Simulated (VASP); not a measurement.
# ScAl4 (I4/m) in VASP: further runs

The runs below take ScAl4 through single point, with PBE.

Everything below comes from runs of VASP 6.6.1. Logs are shortened: lines on timing, memory, paths and dates and some standing lists are left out, and cuts for length are marked.

**1. The cell of the first run**

It takes space group I4/m (No. 87, tetragonal). The conventional cell has a = 6.668 Å, b = 6.668 Å, c = 3.988 Å, α = 90.00°, β = 90.00°, γ = 90.00°. Sc (site symmetry 4/m) has 12 Al at 2.92 to 2.98 Å within 3.8 Å. Within 3.8 Å of Al (site symmetry m) lie 9 Al at 2.87 to 3.01 Å and 3 Sc at 2.92 to 2.98 Å.

**2. Single point, PBE, collinear spin, ferromagnetic start**

Contents of INCAR:

```
ALGO = Normal
EDIFF = 1E-7
ENCUT = 520
GGA = PE
ISIF = 2
ISMEAR = 0
ISPIN = 2
LASPH = True
LCHARG = False
LMAXMIX = 4
LORBIT = 11
LREAL = False
LWAVE = False
MAGMOM = 1 0 0 0 0
NBANDS = 24
NELM = 150
PREC = Accurate
SIGMA = 0.1
```

Contents of KPOINTS:

```
k-points
0
Gamma
  6 6 6
```

Contents of POSCAR:

```
ScAl4
1.0
   -3.3339846166      3.3339846166      1.9941837471
    3.3339846166     -3.3339846166      1.9941837471
    3.3339846166      3.3339846166     -1.9941837471
Sc Al
1 4
Direct
    0.5000000000      0.5000000000      0.0000000000
    0.3038806748      0.9023131498      0.2061938246
    0.0976868502      0.3038806748      0.4015675250
    0.9023131498      0.6961193252      0.5984324750
    0.6961193252      0.0976868502      0.7938061754
```

Potentials or basis: VASP PAW PBE potentials, release 64 (Sc_sv, Al).

Command:

```
> cat potpaw_PBE.64/Sc_sv/POTCAR potpaw_PBE.64/Al/POTCAR > POTCAR
> mpirun -np 1 vasp_std > vasp.out
```

OUTCAR:

```text
EDIFF = 1E-7
   ENCUT = 520
   GGA = PE
   ISIF = 2
   ISMEAR = 0
   ISPIN = 2
   LASPH = True
   LORBIT = 11
   LREAL = False
   NELM = 150
   PREC = Accurate

 ion  position               nearest neighbor table
   1  0.500  0.500  0.000-   3 2.92   2 2.92   5 2.92   3 2.92   4 2.92   2 2.92   5 2.92   4 2.92
                             3 2.98   4 2.98   2 2.98   5 2.98
   2  0.304  0.902  0.206-   4 2.87   3 2.87   4 2.87   3 2.87   1 2.92   1 2.92   5 2.92   5 2.94
                             5 2.94   1 2.98   3 3.01   4 3.01
   3  0.098  0.304  0.402-   5 2.87   2 2.87   5 2.87   2 2.87   1 2.92   1 2.92   4 2.92   4 2.94
                             4 2.94   1 2.98   2 3.01   5 3.01
   4  0.902  0.696  0.598-   5 2.87   2 2.87   5 2.87   2 2.87   1 2.92   1 2.92   3 2.92   3 2.94
                             3 2.94   1 2.98   5 3.01   2 3.01
   5  0.696  0.098  0.794-   4 2.87   3 2.87   4 2.87   3 2.87   1 2.92   1 2.92   2 2.92   2 2.94
                             2 2.94   1 2.98   4 3.01   3 3.01

  LATTYP: Found a body centered tetragonal cell.
 ALAT       =     6.6679692332
 C/A-ratio  =     0.5981382569

  Lattice vectors:

 A1 = (  -3.3339846166,   3.3339846166,   1.9941837471)
 A2 = (   3.3339846166,  -3.3339846166,   1.9941837471)
 A3 = (   3.3339846166,   3.3339846166,  -1.9941837471)

Analysis of symmetry for initial positions (statically):
=====================================================================
 Subroutine PRICEL returns:
 Original cell was already a primitive cell.

 Routine SETGRP: Setting up the symmetry group for a
 body centered tetragonal supercell.

 Subroutine GETGRP returns: Found  8 space group operations
 (whereof  8 operations were pure point group operations)
 out of a pool of 16 trial point group operations.

The static configuration has the point symmetry C_4h.

Analysis of symmetry for dynamics (positions and initial velocities):
=====================================================================
 Subroutine PRICEL returns:
 Original cell was already a primitive cell.

 Routine SETGRP: Setting up the symmetry group for a
 body centered tetragonal supercell.

 Subroutine GETGRP returns: Found  8 space group operations
 (whereof  8 operations were pure point group operations)
 out of a pool of 16 trial point group operations.

The dynamic configuration has the point symmetry C_4h.

Analysis of structural, dynamic, and magnetic symmetry:
=====================================================================
 Subroutine PRICEL returns:
 Original cell was already a primitive cell.

[... 148 lines left out ...]
 maximum number of plane-waves:      2417
 NGX is ok and might be reduce to    40
   NGX = 19   NGY = 19   NGZ = 19

 number of electron      23.0000002 magnetization      -0.0158643

 number of electron      23.0000002 magnetization       0.0000823

 Free energy of the ion-electron system (eV)
  ---------------------------------------------------
  ext. energy  EPLUGINS =         0.00000000
  ---------------------------------------------------
  free energy    TOTEN  =       -22.30414545 eV

  energy without entropy =      -22.29624662  energy(sigma->0) =      -22.30019603

 E-fermi :   6.9924     XC(G=0): -10.2081

 val. band max:        6.8650562813   @ k =   0.3333   0.1667   0.1667
 cond. band min:       7.0096282261   @ k =  -0.3333  -0.3333   0.1667
 fundamental gap:      0.1445719448
 Fermi energy:         6.9924295129

 spin component 1

 k-point     1 :       0.0000    0.0000    0.0000
  band No.  band energies     occupation
      1     -42.1335      1.00000
      2     -20.8335      1.00000
      3     -20.8335      1.00000
      4     -20.8006      1.00000
      5      -3.0600      1.00000
      6       2.5723      1.00000
[... 613 lines left out ...]
     22      13.0927      0.00000
     23      13.5920      0.00000

 [... further k-points ...]

 spin component 2

 k-point     1 :       0.0000    0.0000    0.0000
  band No.  band energies     occupation
      1     -42.1335      1.00000
      2     -20.8334      1.00000
      3     -20.8334      1.00000
      4     -20.8006      1.00000
      5      -3.0600      1.00000
      6       2.5724      1.00000
[... 613 lines left out ...]
     22      13.0927      0.00000
     23      13.5920      0.00000

 [... further k-points ...]

 [bands above 23 left out]

------------------------ aborting loop because EDIFF is reached ----------------------------------------

  FORCE on cell =-STRESS in cart. coord.  units (eV):
  Direction    XX          YY          ZZ          XY          YZ          ZX
  --------------------------------------------------------------------------------------
  -------------------------------------------------------------------------------------
  Total        0.0363381      0.0363381     -0.0406141     -0.0000000      0.0000000      0.0000000
  in kB        0.6566292      0.6566292     -0.7338963     -0.0000005      0.0000000      0.0000000
  external PRESSURE =       0.1931207 kB  Pullay stress =       0.0000000 kB

 VOLUME and BASIS-vectors are now :
 -----------------------------------------------------------------------------
  energy-cutoff  :      520.00
  volume of cell :       88.67
      direct lattice vectors                 reciprocal lattice vectors
    -3.333984617  3.333984617  1.994183747     0.000000000  0.149970698  0.250729152
     3.333984617 -3.333984617  1.994183747     0.149970698  0.000000000  0.250729152
     3.333984617  3.333984617 -1.994183747     0.149970698  0.149970698  0.000000000

 POSITION                                       TOTAL-FORCE (eV/Angst)
 -----------------------------------------------------------------------------------
      0.00000      0.00000      1.99418         0.000000     -0.000000     -0.000000
      2.68261     -1.30772      1.99418         0.000005     -0.009214     -0.000000
      2.02627      0.65137      0.00000        -0.009214     -0.000005     -0.000000
      1.30772      2.68261      1.99418         0.009214      0.000005      0.000000
      0.65137      4.64170      0.00000        -0.000005      0.009214      0.000000
 -----------------------------------------------------------------------------------
    total drift:                               -0.000000     -0.000000      0.000000

  FREE ENERGIE OF THE ION-ELECTRON SYSTEM (eV)
  ---------------------------------------------------
  free  energy   TOTEN  =       -22.3041454521 eV

  energy  without entropy=      -22.2962466159  energy(sigma->0) =      -22.30019603

 total charge

# of ion       s       p       d       tot
------------------------------------------
    1        2.213   6.143   1.194   9.550
    2        0.434   0.343   0.000   0.777
    3        0.434   0.343   0.000   0.777
    4        0.434   0.343   0.000   0.777
    5        0.434   0.343   0.000   0.777
--------------------------------------------------
tot          3.948   7.516   1.194  12.657

 magnetization (x)

# of ion       s       p       d       tot
------------------------------------------
    1        0.000   0.000   0.000   0.000
    2       -0.000  -0.000   0.000  -0.000
    3       -0.000  -0.000   0.000  -0.000
    4       -0.000  -0.000   0.000  -0.000
    5       -0.000  -0.000   0.000  -0.000
--------------------------------------------------
tot         -0.000   0.000   0.000   0.000
```

Wall time 1.9 min (1 thread of Intel Xeon 6975P-C (Granite Rapids), shared host); peak memory 0.34 GiB.

What came out:

| Item | Value |
| --- | --- |
| Free energy | -22.3041 eV |
| Pressure | 0.0 GPa |
| Largest force | 0.009 eV/Å |
| Net moment | 0.00 μB per cell |
| Valence electrons inside the program's atomic spheres | Sc 9.55; Al 0.78 |

Forces on the atoms (eV/Å):
```
Sc   0.000  0.000  0.000
Al   0.000 -0.009  0.000
Al  -0.009  0.000  0.000
Al   0.009  0.000  0.000
Al   0.000  0.009  0.000
```

**3. Single point, PBE**

Contents of INCAR:

```
SYSTEM = ScAl4
PREC = Accurate
ENCUT = 520
EDIFF = 1E-7
ISMEAR = 0
SIGMA = 0.1
LREAL = .FALSE.
LASPH = .TRUE.
NELM = 100
ALGO = Fast
ISIF = 2
LWAVE = .FALSE.
LCHARG = .FALSE.
GGA = PE
NBANDS = 20
```

Contents of KPOINTS:

```
regular mesh
0
G
  12 12 12
  0 0 0
```

Contents of POSCAR:

```
ScAl4
1.0
   -3.3195874373      3.3195874373      2.0085346479
    3.3195874373     -3.3195874373      2.0085346479
    3.3195874373      3.3195874373     -2.0085346479
Sc Al
1 4
Direct
    0.5000000000      0.5000000000      0.0000000000
    0.3035700598      0.9046268734      0.2081969333
    0.0953731266      0.3035700598      0.3989431864
    0.9046268734      0.6964299402      0.6010568136
    0.6964299402      0.0953731266      0.7918030667
```

Potentials or basis: VASP PAW PBE potentials, release 64 (Sc_sv, Al).

Command:

```
> cat potpaw_PBE.64/Sc_sv/POTCAR potpaw_PBE.64/Al/POTCAR > POTCAR
> mpirun -np 1 vasp_std > vasp.out
```

OUTCAR:

```text
SYSTEM = ScAl4
   PREC = Accurate
   ENCUT = 520
   EDIFF = 1E-7
   ISMEAR = 0
   LREAL = .FALSE.
   LASPH = .TRUE.
   NELM = 100
   ISIF = 2
   GGA = PE

 ion  position               nearest neighbor table
   1  0.500  0.500  0.000-   3 2.91   4 2.91   3 2.91   4 2.91   5 2.91   2 2.91   5 2.91   2 2.91
                             3 2.99   4 2.99   2 2.99   5 2.99
   2  0.304  0.905  0.208-   4 2.87   3 2.87   4 2.87   3 2.87   5 2.90   1 2.91   1 2.91   5 2.96
                             5 2.96   1 2.99   3 2.99   4 2.99
   3  0.095  0.304  0.399-   5 2.87   2 2.87   5 2.87   2 2.87   4 2.90   1 2.91   1 2.91   4 2.96
[... 764 lines left out ...]
  -------------------------------------------------------------------------------------
  Total        0.0137909      0.0137909     -0.0021383     -0.0000000      0.0000000     -0.0000000
  in kB        0.2495721      0.2495721     -0.0386956     -0.0000004      0.0000000     -0.0000000
  external PRESSURE =       0.1534829 kB  Pullay stress =       0.0000000 kB

 VOLUME and BASIS-vectors are now :
 -----------------------------------------------------------------------------
  energy-cutoff  :      520.00
  volume of cell :       88.53
      direct lattice vectors                 reciprocal lattice vectors
    -3.319587437  3.319587437  2.008534648     0.000000000  0.150621127  0.248937702
     3.319587437 -3.319587437  2.008534648     0.150621127  0.000000000  0.248937702
     3.319587437  3.319587437 -2.008534648     0.150621127  0.150621127  0.000000000

 POSITION                                       TOTAL-FORCE (eV/Angst)
 -----------------------------------------------------------------------------------
      0.00000      0.00000      2.00853        -0.000000     -0.000000     -0.000000
      2.68639     -1.30413      2.00853         0.001925      0.001692     -0.000000
      2.01545      0.63320      0.00000         0.001692     -0.001925      0.000000
      1.30413      2.68639      2.00853        -0.001692      0.001925      0.000000
      0.63320      4.62372      0.00000        -0.001925     -0.001692      0.000000
 -----------------------------------------------------------------------------------
    total drift:                               -0.000000     -0.000000      0.000000

  FREE ENERGIE OF THE ION-ELECTRON SYSTEM (eV)
  ---------------------------------------------------
  free  energy   TOTEN  =       -22.2839859304 eV

  energy  without entropy=      -22.2721724465  energy(sigma->0) =      -22.27807919
```

It took 5.6 min on 1 thread of Intel Xeon 6975P-C (Granite Rapids), shared host; peak memory 0.54 GiB.

Results:

| Property | Result |
| --- | --- |
| Free energy | -22.2840 eV |
| Pressure | 0.0 GPa |

Forces in eV/Å, atoms in the order of the input:
```
Sc   0.000  0.000  0.000
Al   0.002  0.002  0.000
Al   0.002 -0.002  0.000
Al  -0.002  0.002  0.000
Al  -0.002 -0.002  0.000
```

**4. Single point, PBE**

Contents of INCAR:

```
  PREC = Accurate
  ENCUT = 520
  EDIFF = 1E-6
  ISMEAR = 0
  SIGMA = 0.1
  LREAL = F
  LASPH = T
  NELM = 60
  ALGO = Fast
  ISIF = 2
  LWAVE = F
  LCHARG = F
  GGA = PE
  NBANDS = 20
```

Contents of KPOINTS:

```
regular mesh
0
Gamma
  12 12 12
```

POSCAR is that of step 3.

Command:

```
> cat potpaw_PBE.64/Sc_sv/POTCAR potpaw_PBE.64/Al/POTCAR > POTCAR
> mpirun -np 1 vasp_std > vasp.out
```

Run time: 4.6 min. Hardware: 1 thread of Intel Xeon 6975P-C (Granite Rapids), shared host; peak memory 0.53 GiB.

The run converged. Its results:

* Free energy: -22.2840 eV
* Pressure: 0.0 GPa

Forces on the atoms (eV/Å):
```
Sc   0.000  0.000  0.000
Al   0.002  0.002  0.000
Al   0.002 -0.002  0.000
Al  -0.002  0.002  0.000
Al  -0.002 -0.002  0.000
```

Levels at points of the mesh, in eV from the Fermi level:
| k point | band 9 | band 10 | band 11 | band 12 | band 13 | band 14 | band 15 | band 16 |
| --- | --- | --- | --- | --- | --- | --- | --- | --- |
| (0.00, 0.00, 0.00) | -3.20 | -0.45 | -0.45 | 0.06 | 0.33 | 0.47 | 2.20 | 2.23 |
| (0.50, 0.00, 0.00) | -3.44 | -3.05 | -1.37 | 0.09 | 0.20 | 1.37 | 2.55 | 2.57 |
| (0.50, 0.50, 0.00) | -1.98 | -1.48 | -1.23 | 0.33 | 0.62 | 0.99 | 1.21 | 2.84 |
| (0.50, 0.50, 0.50) | -1.66 | -0.92 | 0.96 | 0.96 | 1.11 | 1.82 | 2.78 | 4.01 |
